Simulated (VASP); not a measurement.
Wanted: the native input for a VASP 6.6.1 run.

| Property | Result |
| --- | --- |
| Task | single point |
| Functional | PBE |
| Potentials or basis | VASP PAW PBE potentials, release 64 (Ga_d, N) |
| Cutoff | 600 eV |
| k mesh | 4 × 4 × 4 |
| Occupations | gaussian, width 0.01 eV |
| Spin | no spin polarisation |
| Dipole correction | no |
| Further INCAR settings | ALGO = Normal; EDIFF = 1e-06; NBANDS = 16 |

The structure of GaN lies in POSCAR:

```
GaN
1.0
    0.0000000000      2.2535006100      2.2535006100
    2.2535006100      0.0000000000      2.2535006100
    2.2535006100      2.2535006100      0.0000000000
Ga N
1 1
Direct
    0.0000000000      0.0000000000      0.0000000000
    0.7500000000      0.7500000000      0.7500000000
```

One way to write it, as run:

INCAR

```
PREC = Accurate
ENCUT = 600
EDIFF = 1E-6
ISMEAR = 0
SIGMA = 0.01
LREAL = F
LASPH = T
NELM = 120
ALGO = Normal
ISIF = 2
LWAVE = F
LCHARG = F
GGA = PE
NBANDS = 16
GGA_COMPAT = F
```

KPOINTS

```
Automatic mesh
0
Gamma
  4 4 4
```

Potentials or basis: VASP PAW PBE potentials, release 64 (Ga_d, N).

Launch:

```console
$ cat potpaw_PBE.64/Ga_d/POTCAR potpaw_PBE.64/N/POTCAR > POTCAR
$ mpirun -np 1 vasp_std > vasp.out
```

It gave:

* Pressure: 4.9 GPa
* Band gap on the k mesh: 1.70 eV, direct

Caveat: the k points lie up to 0.60 Å⁻¹ apart.

It took 9.2 s on 1 thread of Intel(R) Xeon(R) Platinum 8488C (Sapphire Rapids), with other jobs on the host, peak memory 0.15 GiB.
